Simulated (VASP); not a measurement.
Set up this calculation in VASP 6.6.1, as the native input.

```
Task                   : relaxation of cell and atoms
Functional             : revPBE
Potentials or basis    : VASP PAW PBE potentials, release 64 (C_h)
Cutoff                 : 1300 eV
k mesh                 : 8 × 8 × 3
Occupations            : fermi-dirac, width 0.05 eV
Spin                   : no spin polarisation
Dipole correction      : no
Further INCAR settings : ALGO = Normal; EDIFF = 1e-07; IBRION = 2; EDIFFG = -0.01; NSW = 80; ISIF = 3
```

The structure of C lies in POSCAR:

```
C
1.0
    2.4640014744      0.0000000000      0.0000000000
   -1.2320007372      2.1338878718      0.0000000000
    0.0000000000      0.0000000000      6.7110000000
C
4
Direct
    0.0000000000      0.0000000000      0.2500000000
    0.0000000000      0.0000000000      0.7500000000
    0.3333333333      0.6666666667      0.2500000000
    0.6666666667      0.3333333333      0.7500000000
```

The input as run:

INCAR

```
  PREC = Accurate
  ENCUT = 1300
  EDIFF = 1E-7
  ISMEAR = -1
  SIGMA = 0.05
  LREAL = F
  LASPH = T
  NELM = 120
  ALGO = Normal
  ISIF = 3
  LWAVE = F
  LCHARG = F
  GGA = RE
  IBRION = 2
  NSW = 80
  EDIFFG = -0.01
  GGA_COMPAT = F
  NELMIN = 4
```

KPOINTS

```
regular mesh
0
Gamma
  8 8 3
```

Potentials or basis: VASP PAW PBE potentials, release 64 (C_h).

Command:

```console
$ cat potpaw_PBE.64/C_h/POTCAR > POTCAR
$ mpirun -np 1 vasp_std > vasp.out
```

Results of the run:

* Relaxed volume: 11.60 Å³/atom
* Relaxed cell: a = 2.474 Å, b = 2.474 Å, c = 8.757 Å, α = 90.00°, β = 90.00°, γ = 120.00°
* Space group after relaxing (to 0.1 Å): P6_3/mmc (No. 194)
* Energy gained by relaxing: 30.4 meV/atom
* Ionic steps: 15
* Pressure after relaxing: 0.0 GPa

Caveat: the volume moved by over 15 % at a fixed basis, so the end points are rough; this functional lacks dispersion, which binds layers or chains, so the pressure and a relaxed spacing across them are unreliable; the PAW data sets were made with another functional, which shifts forces and pressure a little.

Run time: 2.8 min on 1 thread of Intel(R) Xeon(R) 6975P-C (Granite Rapids) (shared host), peak memory 0.25 GiB.
